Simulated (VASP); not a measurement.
# Sr in VASP: notebook, part 2 of 2

VASP 6.6.1.

**3. Single point, PBE (atoms moved at random and the cell strained at random)**

File INCAR:

```
SYSTEM = Sr
PREC = Accurate
ENCUT = 520
EDIFF = 1E-6
ISMEAR = 0
SIGMA = 0.1
LREAL = .False.
LASPH = .True.
NELM = 80
ALGO = Fast
ISIF = 2
LWAVE = .False.
LCHARG = .False.
GGA = PE
NBANDS = 17
```

File KPOINTS:

```
Automatic mesh
0
Gamma
  10 10 6
  0 0 0
```

File POSCAR:

```
Sr
1.0
    4.4831329296      0.0068529004     -0.0018102001
   -2.2356316790      3.8819919597     -0.0052909656
   -0.0029610000     -0.0117030000      7.3888230000
Sr
2
Direct
    0.3535145852      0.6681428615      0.2576992908
    0.6464854148      0.3318571385      0.7423007092
```

Potentials or basis: VASP PAW PBE potentials, release 64 (Sr_sv).

Command:

```console
> cat potpaw_PBE.64/Sr_sv/POTCAR > POTCAR
> mpirun -np 1 vasp_std > vasp.out
```

OUTCAR:

```text
SYSTEM = Sr
   PREC = Accurate
   ENCUT = 520
   EDIFF = 1E-6
   ISMEAR = 0
   LREAL = .False.
   LASPH = .True.
   NELM = 80
   ISIF = 2
   GGA = PE

 ion  position               nearest neighbor table
   1  0.354  0.668  0.258-   2 4.34   2 4.41   2 4.52   2 4.52   2 4.61   2 4.69
   2  0.646  0.332  0.742-   1 4.34   1 4.41   1 4.52   1 4.52   1 4.61   1 4.69

  LATTYP: Found a triclinic cell.
 ALAT       =     4.4915951113
 B/A-ratio  =     0.9981172438
 C/A-ratio  =     1.6450353779
 COS(alpha) =     0.0008069396
 COS(beta)  =     0.0031528377
 COS(gamma) =     0.5017027848

  Lattice vectors:
[... 653 lines left out ...]
      4     -17.8227      2.00000
      5     -17.8108      2.00000
      6     -17.7902      2.00000
[... 9 lines left out ...]
     16       3.8621      0.00000
     17       3.9990      0.00000

 [... further k-points ...]
[... 5 lines left out ...]
  --------------------------------------------------------------------------------------
  -------------------------------------------------------------------------------------
  Total       -1.1291130     -1.1180046     -1.0415375     -0.1233526      0.0093164      0.0234870
  in kB      -14.0557978    -13.9175149    -12.9656119     -1.5355587      0.1159756      0.2923788
  external PRESSURE =     -13.6463082 kB  Pullay stress =       0.0000000 kB

 VOLUME and BASIS-vectors are now :
 -----------------------------------------------------------------------------
  energy-cutoff  :      520.00
  volume of cell :      128.70
      direct lattice vectors                 reciprocal lattice vectors
     4.483132930  0.006852900 -0.001810200     0.222862226  0.128346325  0.000292595
    -2.235631679  3.881991960 -0.005290966    -0.000393256  0.257373789  0.000407491
    -0.002961000 -0.011703000  7.388823000     0.000054318  0.000215743  0.135339916

 POSITION                                       TOTAL-FORCE (eV/Angst)
 -----------------------------------------------------------------------------------
      0.09037      2.59313      1.89992        -0.045404      0.003917     -0.088126
      2.15417      1.28401      5.48180         0.045404     -0.003917      0.088126
 -----------------------------------------------------------------------------------
    total drift:                                0.000000      0.000000      0.000000

  FREE ENERGIE OF THE ION-ELECTRON SYSTEM (eV)
  ---------------------------------------------------
  free  energy   TOTEN  =        -3.1788584754 eV

  energy  without entropy=       -3.1647382000  energy(sigma->0) =       -3.17179834
```

stdout:

```text
POSCAR found type information on POSCAR Sr
 POSCAR found :  1 types and       2 ions
 scaLAPACK will be used
 LDA part: xc-table for (Slater+PW92), standard interpolation
 POSCAR, INCAR and KPOINTS ok, starting setup
 FFT: planning ... GRIDC
 FFT: planning ... GRID_SOFT
 FFT: planning ... GRID
 WAVECAR not read
 entering main loop
WARNING in EDDRMM: call to ZHEGV failed, returncode =   6  3     11
WARNING in EDDRMM: call to ZHEGV failed, returncode =   8  4     14
WARNING in EDDRMM: call to ZHEGV failed, returncode =   6  3     11
WARNING in EDDRMM: call to ZHEGV failed, returncode =   8  4     13
WARNING in EDDRMM: call to ZHEGV failed, returncode =   8  4     15
WARNING in EDDRMM: call to ZHEGV failed, returncode =   6  3     14
WARNING in EDDRMM: call to ZHEGV failed, returncode =   6  3      9
WARNING in EDDRMM: call to ZHEGV failed, returncode =   6  3     15
```

It took 4.7 min on 1 thread of Intel Xeon 6975P-C (Granite Rapids), shared host; peak memory 0.67 GiB.

Results:

```
Free energy            : -3.1789 eV
Pressure               : -1.4 GPa
Largest force          : 0.099 eV/Å
Band gap on the k mesh : zero (bands 10 and 11 overlap by 0.23 eV)
```

Forces in eV/Å, atoms in the order of the input:
```
Sr  -0.045  0.004 -0.088
Sr   0.045 -0.004  0.088
```

Stress tensor (GPa, compression positive):
```
-1.41 -0.15  0.03
-0.15 -1.39  0.01
 0.03  0.01 -1.30
```

Caveat: the cell differs from its parent crystal (atoms moved at random and the cell strained at random).
